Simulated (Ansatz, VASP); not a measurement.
**One calculation of CdS, two programs**

Contents of INCAR:

```
PREC = Accurate
ENCUT = 520
EDIFF = 1E-6
ISMEAR = -1
SIGMA = 0.02
LREAL = F
LASPH = T
NELM = 80
ALGO = Normal
ISIF = 2
LWAVE = F
LCHARG = F
NBANDS = 16
```

Contents of KPOINTS:

```
Automatic mesh
0
Gamma
  6 6 6
```

The input POSCAR:

```
CdS
1.0
    3.3869086140      0.0000000000      0.0000000000
    0.0000000000      3.3869086140      0.0000000000
    0.0000000000      0.0000000000      3.3869086140
Cd S
1 1
Direct
    0.0000000000      0.0000000000      0.0000000000
    0.5000000000      0.5000000000      0.5000000000
```

Input for Ansatz:

```yaml
crystal:
  lattice:
    - [3.386908614, 0.0, 0.0]
    - [0.0, 3.386908614, 0.0]
    - [0.0, 0.0, 3.386908614]
  atoms:
    - { symbol: Cd, position: [0.0, 0.0, 0.0] }
    - { symbol: S, position: [0.5, 0.5, 0.5] }
kpoints:
  mp_grid: { grid: [6, 6, 6] }
hamiltonian:
  xc: lda
scf:
  occupations: { method: fermi_dirac, width: 0.02 }
  n_extra_bands: 4
output:
  forces: true
  stress: true
  eigenvalues: true
```

Alike in both runs: task single point; functional LDA; k mesh 6 × 6 × 6; occupations fermi-dirac, width 0.02 eV; no spin polarisation.

|  | VASP | Ansatz |
| --- | --- | --- |
| version | VASP 6.6.1 | Ansatz 0.2.0 |
| potentials or method | VASP PAW LDA potentials, release 64 (Cd, S) | plane waves |
| plane-wave cutoff (eV) | 520 | 420 |
| valence electrons in the cell | 18 | 26 |

Ansatz gave:

* pressure (GPa): -5.2

Estimate VASP's values.

pressure (GPa): -4.8.

LDA's correlation is that of Perdew and Zunger in VASP and of Perdew and Wang (1992) in Ansatz. VASP's potentials hold 18 valence electrons a cell and Ansatz's 26, so a difference there can come from the potentials and not from the codes.
